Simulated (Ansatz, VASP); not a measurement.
# As: VASP beside Ansatz

```
As
1.0
     3.57162    0.00000    0.00000
    -1.78581    3.09312    0.00000
     0.00000    0.00000   20.29512
As
4
Direct
  0.33333 0.66667 0.22173
  0.66667 0.33333 0.29059
  0.66667 0.33333 0.45171
  0.00000 0.00000 0.52057
```

Alike in both runs: task single point; functional PBE; dispersion D3(BJ); k mesh 9 × 9 × 1; occupations gaussian, width 0.05 eV; no spin polarisation.

|  | VASP | Ansatz |
| --- | --- | --- |
| version | VASP 6.6.1 | Ansatz 0.2.0 |
| potentials or method | VASP PAW PBE potentials, release 64 (As), cutoff 520 eV | scalar-relativistic, plane waves, PAW |
| valence electrons in the cell | 20 | 60 |

```tsv
	VASP	Ansatz	Ansatz less VASP
gap on the k mesh at the Fermi level (eV)	0.74	0.76	+0.023
least direct gap on the mesh (eV)	1.28	1.31	+0.022
rms of the force components (eV/Å)	0.093	0.103	+0.0102
```

Atom by atom the forces differ by 0.053 eV/Å (rms over components). VASP's potentials hold 20 valence electrons a cell and Ansatz's 60, so a difference there can come from the potentials and not from the codes.
